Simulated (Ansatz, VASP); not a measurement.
MgO: VASP beside Ansatz

```
CELL_PARAMETERS angstrom
2.62233 0.00000 0.00000
0.00000 2.62233 0.00000
0.00000 0.00000 2.62233
ATOMIC_POSITIONS crystal
Mg 0.00000 0.00000 0.00000
O 0.50000 0.50000 0.50000
```

Alike in both runs: functional r2SCAN; k mesh 6 × 6 × 6; occupations gaussian, width 0.1 eV; no spin polarisation.

Ansatz relaxed the structure, and its values are those at the end. VASP's run is a single point on that final structure, the one shown.

|  | VASP | Ansatz |
| --- | --- | --- |
| version | VASP 6.6.1 | Ansatz 0.2.0 |
| potentials or method | VASP PAW PBE potentials, release 64 (Mg_sv, O), cutoff 920 eV | scalar-relativistic, plane waves, PAW |
| valence electrons in the cell | 16 | 16 |

```csv
,VASP,Ansatz,Ansatz less VASP
gap on the k mesh at the Fermi level (eV),3.53,3.50,-0.025
least direct gap on the mesh (eV),4.58,4.56,-0.025
pressure (GPa),0.8,0.2,-0.67
```

VASP's potentials were made for PBE, not for r2SCAN.
